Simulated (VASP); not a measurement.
**GaSb3: single point with LDA**

The system is GaSb3.

```
Ga Sb
1.0
     0.00000    3.62200    3.22358
     3.62200    0.00000    3.22358
     3.62200    3.62200    0.00000
Ga Sb
1 3
Direct
  0.00000 0.00000 0.00000
  0.25000 0.25000 0.25000
  0.75000 0.75000 0.75000
  0.50000 0.50000 0.50000
```

This cell differs from its parent crystal: engineering shear strain xz +0.0000, normal strain along z -0.1100.

| Item | Value |
| --- | --- |
| Program | VASP 6.6.1 |
| Task | single point |
| Functional | LDA |
| Potentials or basis | VASP PAW LDA potentials, release 64 (Ga_d, Sb) |
| Cutoff | 520 eV |
| k mesh | 10 × 10 × 10 |
| Occupations | gaussian, width 0.15 eV |
| Spin | no spin polarisation |

```json
{
 "Pressure": "11.4 GPa",
 "Band gap on the k mesh": "zero (band 14 reaches 12.08 eV, above the bottom of band 15 at 7.30 eV)"
}
```

Stress tensor (GPa, compression positive):
```
10.55  0.00  0.00
 0.00 10.55  0.00
 0.00  0.00 13.23
```

Levels at points of the mesh, in eV from the Fermi level:
```csv
k point,band 10,band 11,band 12,band 13,band 14,band 15,band 16,band 17,band 18,band 19
"(0.00, 0.00, 0.00)",-3.25,-3.25,-3.12,-2.93,-2.93,-2.77,-1.50,-1.50,0.40,2.63
"(0.50, 0.00, 0.00)",-4.69,-3.71,-3.64,-2.95,-0.04,0.33,1.84,2.60,2.99,3.71
"(0.50, 0.50, 0.00)",-6.68,-6.68,0.66,0.74,1.04,1.04,1.89,1.89,3.90,5.32
"(0.50, 0.00, 0.50)",-6.44,-6.20,0.28,1.10,1.23,1.72,2.16,2.83,3.45,3.74
```

Wall time 91 s on 1 thread of Intel(R) Xeon(R) 6975P-C (Granite Rapids) (shared host), peak memory 0.31 GiB.

Caveat: the cell differs from its parent crystal (engineering shear strain xz +0.0000, normal strain along z -0.1100); spin-orbit coupling is left out, which moves the levels of the heavy elements.
